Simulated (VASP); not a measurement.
A run of VASP 6.6.1 is set up as follows.

The input INCAR:

```
SYSTEM = AlSi16
ALGO = Normal
EDIFF = 1E-6
ENCUT = 520
GGA = PE
ISIF = 2
ISMEAR = -1
ISPIN = 2
LASPH = .True.
LCHARG = .False.
LORBIT = 11
LREAL = Auto
LWAVE = .False.
MAGMOM = 0 0 0 0 0 0 0 0 0 0 0 0 0 0 0 0 1
NBANDS = 52
NELM = 150
PREC = Accurate
SIGMA = 0.05
```

KPOINTS

```
k-points
0
Gamma
  2 2 2
  0 0 0
```

POSCAR

```
AlSi16
1.0
    0.0000000000      5.4300000000      5.4300000000
    5.4300000000      0.0000000000      5.4300000000
    5.4300000000      5.4300000000      0.0000000000
Si Al
16 1
Direct
    0.0307734807     -0.0127440147      0.0806998158
    0.0110681400      0.1988766114      0.2326151013
   -0.1072836096      0.0382780847      0.6734162063
    0.1356169429      0.1258563536      0.7158379374
    0.0050644567      0.6701473297     -0.1972191529
    0.1741712707      0.6045027624      0.1326427256
    0.0066206262      0.5094935543      0.5171178637
    0.1147697974      0.8420994475      0.4090607735
    0.3188581952      0.3642541436     -0.1180478821
    0.6322651934      0.0767955801      0.1612154696
    0.4669797422     -0.0606077348      0.5316758748
    0.5556721915     -0.0683609576      0.8084162063
    0.5225506446      0.4363443831     -0.0104327808
    0.7624401473      0.4772836096      0.0774861878
    0.5976703499      0.3439502762      0.4944659300
    0.6306998158      0.5690239411      0.6267219153
    0.5253038674      0.7593554328      0.2264088398
```

Potentials or basis: VASP PAW PBE potentials, release 64 (Si, Al).

The run is started by

```sh
$ cat potpaw_PBE.64/Si/POTCAR potpaw_PBE.64/Al/POTCAR > POTCAR
$ mpirun -np 1 vasp_std > vasp.out
```

What does it give for the net moment?

0.00 μB per cell.

Estimate the pressure.

-0.1 GPa.

What does it give for the largest force?

2.104 eV/Å.

Stress tensor (GPa, compression positive):
```
-0.40 -0.46 -0.01
-0.46  1.13 -1.55
-0.01 -1.55 -1.06
```

Caveat: the k points lie up to 0.50 Å⁻¹ apart; the atoms stand as in a frame of molecular dynamics.
